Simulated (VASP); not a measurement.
Write the native input for VASP 6.6.1 that does the following.

```yaml
Task: relaxation of cell and atoms
Functional: PBE
Potentials_or_basis: VASP PAW PBE potentials, release 64 (Re)
Cutoff: 600 eV
k_mesh: 17 × 17 × 9
Occupations: fermi-dirac, width 0.05 eV
Spin: no spin polarisation
Dipole_correction: no
Further_INCAR_settings: ALGO = Normal; EDIFF = 1e-06; IBRION = 2; EDIFFG = -0.005; NSW = 60; ISIF = 3
```

The structure of Re lies in POSCAR:

```
Re
1.0
    2.7728322014      0.0000000000      0.0000000000
   -1.3864161007      2.4013431268      0.0000000000
    0.0000000000      0.0000000000      4.4919881662
Re
2
Direct
    0.3333333333      0.6666666667      0.2500000000
    0.6666666667      0.3333333333      0.7500000000
```

One way to write it, as run:

INCAR

```
SYSTEM = Re
PREC = Accurate
ENCUT = 600
EDIFF = 1E-6
ISMEAR = -1
SIGMA = 0.05
LREAL = .False.
LASPH = .True.
NELM = 80
ALGO = Normal
ISIF = 3
LWAVE = .False.
LCHARG = .False.
GGA = PE
IBRION = 2
NSW = 60
EDIFFG = -0.005
```

KPOINTS

```
regular mesh
0
Gamma
  17 17 9
  0 0 0
```

Potentials or basis: VASP PAW PBE potentials, release 64 (Re).

The run is started by

```console
$ cat potpaw_PBE.64/Re/POTCAR > POTCAR
$ mpirun -np 1 vasp_std > vasp.out
```

It gave:

```yaml
Relaxed_volume: 14.93 Å³/atom
Relaxed_cell: a = 2.775 Å, b = 2.775 Å, c = 4.480 Å, α = 90.00°, β = 90.00°, γ = 120.00°
Space_group_after_relaxing_to_0.05_Å: P6_3/mmc (No. 194)
Energy_gained_by_relaxing: 0.2 meV/atom
Ionic_steps: 5
Pressure_after_relaxing: 0.0 GPa
Band_gap_on_the_k_mesh: zero (band 7 reaches 9.16 eV, above the bottom of band 8 at 6.13 eV)
```

Caveat: spin-orbit coupling is left out, which moves the levels of the heavy elements.

It took 78 s on 1 thread of AMD EPYC 9R45 96-Core Processor (Zen 5), on a shared host, peak memory 0.18 GiB.
